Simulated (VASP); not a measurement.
Wanted: the native input for a VASP 6.6.1 run.

```
Task                   : relaxation of cell and atoms
Functional             : r2SCAN
Potentials or basis    : VASP PAW PBE potentials, release 64 (Zr_sv, B)
Cutoff                 : 600 eV
k mesh                 : 10 × 10 × 8
Occupations            : fermi-dirac, width 0.05 eV
Spin                   : no spin polarisation
Target pressure        : 30 GPa
Dipole correction      : no
Further INCAR settings : ALGO = Normal; EDIFF = 1e-07; IBRION = 2; EDIFFG = -0.01; NSW = 60; ISIF = 3
```

The system is ZrB2.

```xyz
3
Lattice="3.1700 0.0000 0.0000 -1.5850 2.7453 0.0000 0.0000 0.0000 3.5330" Properties=species:S:1:pos:R:3 pbc="T T T"
Zr    0.0000    0.0000    0.0000
B     1.5850    0.9151    1.7665
B     0.0000    1.8302    1.7665
```

The input as run:

POSCAR

```
ZrB2
1.0
    3.1700000000      0.0000000000      0.0000000000
   -1.5850000000      2.7453005300      0.0000000000
    0.0000000000      0.0000000000      3.5330000000
Zr B
1 2
Direct
    0.0000000000      0.0000000000      0.0000000000
    0.6666666667      0.3333333333      0.5000000000
    0.3333333333      0.6666666667      0.5000000000
```

INCAR.step1

```
ALGO = Normal
EDIFF = 1E-4
ENCUT = 600
GGA = PE
ISMEAR = -1
LASPH = True
LCHARG = False
LREAL = False
LWAVE = True
NELM = 60
PREC = Accurate
SIGMA = 0.05
```

INCAR.step2

```
ALGO = Normal
EDIFF = 1E-7
EDIFFG = -0.01
ENCUT = 600
IBRION = 2
ISIF = 3
ISMEAR = -1
ISTART = 1
LASPH = True
LCHARG = False
LMIXTAU = True
LREAL = False
LWAVE = False
METAGGA = R2SCAN
NELM = 60
NSW = 60
PREC = Accurate
PSTRESS = 300.0
SIGMA = 0.05
```

KPOINTS

```
k-points
0
Gamma
  10 10 8
```

Potentials or basis: VASP PAW PBE potentials, release 64 (Zr_sv, B).

Command:

```sh
$ cat potpaw_PBE.64/Zr_sv/POTCAR potpaw_PBE.64/B/POTCAR > POTCAR
$ cp INCAR.step1 INCAR
$ mpirun -np 1 vasp_std > vasp.out
$ cp INCAR.step2 INCAR
$ mpirun -np 1 vasp_std > vasp.out
```

Results of the run:

```json
{
  "Relaxed volume": "9.30 Å³/atom",
  "Relaxed cell": "a = 3.067 Å, b = 3.067 Å, c = 3.424 Å, α = 90.00°, β = 90.00°, γ = 120.00°",
  "Space group after relaxing (to 0.05 Å)": "P6/mmm (No. 191)",
  "Energy change on relaxing (the enthalpy is what falls)": "+84.9 meV/atom",
  "Ionic steps": "11",
  "Pressure after relaxing": "30.0 GPa",
  "Band gap on the k mesh": "zero (band 9 reaches 12.44 eV, above the bottom of band 10 at 11.45 eV)"
}
```

Caveat: the cell is relaxed towards a set pressure, so the enthalpy falls and the energy may rise; the PAW data sets were made with another functional, which shifts forces and pressure a little.

Run time: 16 min on 1 thread of Intel(R) Xeon(R) Platinum 8559C (Emerald Rapids) (shared host), peak memory 0.2 GiB.
